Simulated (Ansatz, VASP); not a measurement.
BiB: VASP beside Ansatz

```xyz
2
Lattice="0.0312 2.7449 2.7449 2.7449 0.0312 2.7449 2.7760 2.7760 0.0000" Properties=species:S:1:pos:R:3 pbc="T T T"
B     0.0000    0.0000    0.0064
Bi    1.3880    1.3880    1.3661
```

Change from the starting cell: shear_xy strain +2.3%.

Alike in both runs: task single point; functional r2SCAN; k mesh 8 × 8 × 8; no spin polarisation.

```csv
,VASP,Ansatz
version,VASP 6.6.1,Ansatz 0.2.0
potentials or method,"VASP PAW PBE potentials, release 64 (B, Bi_d)","plane waves, PAW"
plane-wave cutoff (eV),520,500
occupations,"gaussian, width 0.01 eV",fixed
valence electrons in the cell,18,18
```

|  | VASP | Ansatz | Ansatz less VASP |
| --- | --- | --- | --- |
| gap on the k mesh at the Fermi level (eV) | 0.30 | 0.29 | -0.003 |
| pressure (GPa) | 0.0 | 0.0 | +0.04 |
| traceless stress, the component that is largest in VASP (GPa) | -1.83 | -1.83 | +0.002 |

VASP's potentials were made for PBE, not for r2SCAN.

Neither program's run includes spin-orbit coupling.
